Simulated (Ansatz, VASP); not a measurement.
One calculation of InSe, two programs

Contents of INCAR:

```
SYSTEM = InSe
PREC = Accurate ; ENCUT = 520
EDIFF = 1E-6 ; ISMEAR = 0
SIGMA = 0.05 ; LREAL = .FALSE.
LASPH = .TRUE. ; NELM = 80
ALGO = Normal ; ISIF = 2
LWAVE = .FALSE. ; LCHARG = .FALSE.
GGA = PS ; NBANDS = 48
```

The input KPOINTS:

```
Automatic mesh
0
G
  6 7 3
  0 0 0
```

Contents of POSCAR:

```
InSe
1.0
    1.6051187225      0.0000000000     -4.2720903381
    0.0000000000      4.1105485099      0.0000000000
   10.1447341905      0.4110548510      4.2615005583
In Se
4 4
Direct
    0.8567487310     -0.0385802658      0.3858026583
    0.3567487310      0.4114197342      0.8858026583
    0.1432512690     -0.0614197342      0.6141973417
    0.6432512690      0.4885802658      0.1141973417
    0.0172344494     -0.0154721220      0.1547212196
    0.5172344494      0.4345278780      0.6547212196
    0.9827655506     -0.0845278780      0.8452787804
    0.4827655506      0.4654721220      0.3452787804
```

Input for Ansatz:

```yaml
crystal:
  lattice:
    - [1.6051187225, 0.0, -4.2720903381]
    - [0.0, 4.1105485099, 0.0]
    - [10.1447341905, 0.411054851, 4.2615005583]
  atoms:
    - { symbol: In, position: [0.856748731, -0.0385802658, 0.3858026583] }
    - { symbol: In, position: [0.356748731, 0.4114197342, 0.8858026583] }
    - { symbol: In, position: [0.143251269, -0.0614197342, 0.6141973417] }
    - { symbol: In, position: [0.643251269, 0.4885802658, 0.1141973417] }
    - { symbol: Se, position: [0.0172344494, -0.015472122, 0.1547212196] }
    - { symbol: Se, position: [0.5172344494, 0.434527878, 0.6547212196] }
    - { symbol: Se, position: [0.9827655506, -0.084527878, 0.8452787804] }
    - { symbol: Se, position: [0.4827655506, 0.465472122, 0.3452787804] }
basis:
  ecutwfc: 420
kpoints:
  mp_grid: { grid: [6, 7, 3] }
hamiltonian:
  xc: pbesol
scf:
  occupations: { method: gaussian, width: 0.05 }
output:
  forces: true
  stress: true
  eigenvalues: true
  write_density: true
  write_potential: true
  elf: true
  volumetric_format: npy
```

Alike in both runs: task single point; functional PBEsol; k mesh 6 × 7 × 3; occupations gaussian, width 0.05 eV; no spin polarisation.

|  | VASP | Ansatz |
| --- | --- | --- |
| version | VASP 6.6.1 | Ansatz 0.2.0 |
| potentials or method | VASP PAW PBE potentials, release 64 (In_d, Se), cutoff 520 eV | scalar-relativistic, plane waves, PAW |
| valence electrons in the cell | 76 | 116 |

Ansatz gave:

```
gap on the k mesh at the Fermi level (eV)                     : 0.79
least direct gap on the mesh (eV)                             : 1.15
pressure (GPa)                                                : 0.0
traceless stress, the component that is largest in VASP (GPa) : -0.69
rms of the force components (eV/Å)                            : 0.057
```

Problem. Estimate VASP's values.

Solution. gap on the k mesh at the Fermi level (eV): 0.79; least direct gap on the mesh (eV): 1.14; pressure (GPa): 0.0; traceless stress, the component that is largest in VASP (GPa): -0.69; rms of the force components (eV/Å): 0.062.

VASP's potentials were made for PBE, not for PBEsol. Atom by atom the forces differ by 0.010 eV/Å (rms over components). VASP's potentials hold 76 valence electrons a cell and Ansatz's 116, so a difference there can come from the potentials and not from the codes.
